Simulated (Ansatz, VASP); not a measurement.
# LaLuAs2 in VASP and in Ansatz

The input POSCAR:

```
LaLuAs2
1.0
    4.1805979437      0.0000000000      0.0000000000
    0.0000000000      4.1805979437      0.0000000000
    0.0000000000      0.0000000000      5.8919783349
La As Lu
1 2 1
Direct
    0.0000000000      0.0000000000      0.0000000000
    0.0000000000      0.0000000000      0.5000000000
    0.5000000000      0.5000000000      0.0000000000
    0.5000000000      0.5000000000      0.5000000000
```

INCAR.step1

```
SYSTEM = LaLuAs2
ALGO     = Normal         ! electronic algorithm
EDIFF    = 1E-4           ! SCF threshold, eV
ENCUT    = 520            ! plane-wave cutoff, eV
GGA      = PE             ! functional
ISMEAR   = -1             ! smearing method
LASPH    = .TRUE.         ! aspherical terms in the spheres
LCHARG   = .FALSE.        ! write CHGCAR
LREAL    = .FALSE.        ! projectors in reciprocal space
LWAVE    = .TRUE.         ! write WAVECAR
NBANDS   = 31             ! bands
NELM     = 100            ! most SCF steps
PREC     = Accurate       ! precision mode
SIGMA    = 0.02           ! smearing width, eV
```

The input INCAR.step2:

```
SYSTEM = LaLuAs2
ALGO     = Normal         ! electronic algorithm
EDIFF    = 1E-6           ! SCF threshold, eV
ENCUT    = 520            ! plane-wave cutoff, eV
ISIF     = 2              ! what is computed and relaxed
ISMEAR   = -1             ! smearing method
ISTART   = 1            
LASPH    = .TRUE.         ! aspherical terms in the spheres
LCHARG   = .FALSE.        ! write CHGCAR
LMIXTAU  = .TRUE.       
LREAL    = .FALSE.        ! projectors in reciprocal space
LWAVE    = .FALSE.        ! write WAVECAR
METAGGA  = R2SCAN         ! meta-GGA
NBANDS   = 31             ! bands
NELM     = 100            ! most SCF steps
PREC     = Accurate       ! precision mode
SIGMA    = 0.02           ! smearing width, eV
```

The input KPOINTS:

```
k-points
0
G
  6 6 4
  0 0 0
```

Input for Ansatz:

```yaml
crystal:
  lattice:
    - [4.1805979437, 0.0, 0.0]
    - [0.0, 4.1805979437, 0.0]
    - [0.0, 0.0, 5.8919783349]
  atoms:
    - { symbol: La, position: [0.0, 0.0, 0.0] }
    - { symbol: As, position: [0.0, 0.0, 0.5] }
    - { symbol: Lu, position: [0.5, 0.5, 0.5] }
    - { symbol: As, position: [0.5, 0.5, 0.0] }
kpoints:
  mp_grid: { grid: [6, 6, 4] }
hamiltonian:
  xc: r2scan
scf:
  occupations: { method: fermi_dirac, width: 0.02 }
  n_extra_bands: 5
output:
  forces: true
  stress: true
  eigenvalues: true
```

Alike in both runs: task single point; functional r2SCAN; k mesh 6 × 6 × 4; occupations fermi-dirac, width 0.02 eV; no spin polarisation.

|  | VASP | Ansatz |
| --- | --- | --- |
| version | VASP 6.6.1 | Ansatz 0.2.0 |
| potentials or method | VASP PAW PBE potentials, release 64 (La, As, Lu) | plane waves, PAW |
| plane-wave cutoff (eV) | 520 | 500 |
| valence electrons in the cell | 46 | 66 |

```tsv
	VASP	Ansatz	Ansatz less VASP
pressure (GPa)	2.6	2.5	-0.11
```

VASP's potentials were made for PBE, not for r2SCAN. VASP's potentials hold 46 valence electrons a cell and Ansatz's 66, so a difference there can come from the potentials and not from the codes.

Neither program's run includes spin-orbit coupling.
